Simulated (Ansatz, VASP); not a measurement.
## One calculation of CdF2, two programs

File INCAR:

```
  PREC = Accurate
  ENCUT = 700
  EDIFF = 1E-6
  ISMEAR = 0
  SIGMA = 0.05
  LREAL = False
  LASPH = True
  NELM = 120
  ALGO = Normal
  ISIF = 2
  LWAVE = False
  LCHARG = False
  GGA = PE
  NBANDS = 24
  GGA_COMPAT = False
```

The input KPOINTS:

```
Automatic mesh
0
Gamma
  8 8 8
```

The input POSCAR:

```
CdF2
1.0
    0.0000000000      2.6865736185      2.5468717903
    2.6865736185      0.0000000000      2.5468717903
    2.6865736185      2.6865736185      0.0000000000
Cd F
1 2
Direct
    0.0000000000      0.0000000000      0.0000000000
    0.2500000000      0.2500000000      0.2500000000
    0.7500000000      0.7500000000      0.7500000000
```

Input for Ansatz:

```yaml
crystal:
  lattice:
    - [0.0, 2.6865736185, 2.5468717903]
    - [2.6865736185, 0.0, 2.5468717903]
    - [2.6865736185, 2.6865736185, 0.0]
  atoms:
    - { symbol: Cd, position: [0.0, 0.0, 0.0] }
    - { symbol: F, position: [0.25, 0.25, 0.25] }
    - { symbol: F, position: [0.75, 0.75, 0.75] }
basis:
  ecutwfc: 520.0
kpoints:
  mp_grid: { grid: [8, 8, 8] }
hamiltonian:
  xc: pbe
  pseudopotentials: { kind: paw }
scf:
  occupations: { method: gaussian, width: 0.05 }
output:
  forces: true
  stress: true
  eigenvalues: true
```

Alike in both runs: task single point; functional PBE; k mesh 8 × 8 × 8; occupations gaussian, width 0.05 eV; no spin polarisation.

|  | VASP | Ansatz |
| --- | --- | --- |
| version | VASP 6.6.1 | Ansatz 0.2.0 |
| potentials or method | VASP PAW PBE potentials, release 64 (Cd_sv_GW, F), cutoff 700 eV | scalar-relativistic, plane waves, PAW |
| valence electrons in the cell | 34 | 34 |

```tsv
	VASP	Ansatz	Ansatz less VASP
gap on the k mesh at the Fermi level (eV)	3.23	3.24	+0.012
least direct gap on the mesh (eV)	3.65	3.66	+0.010
pressure (GPa)	13.4	13.8	+0.44
traceless stress, the component that is largest in VASP (GPa)	4.16	4.16	-0.002
```
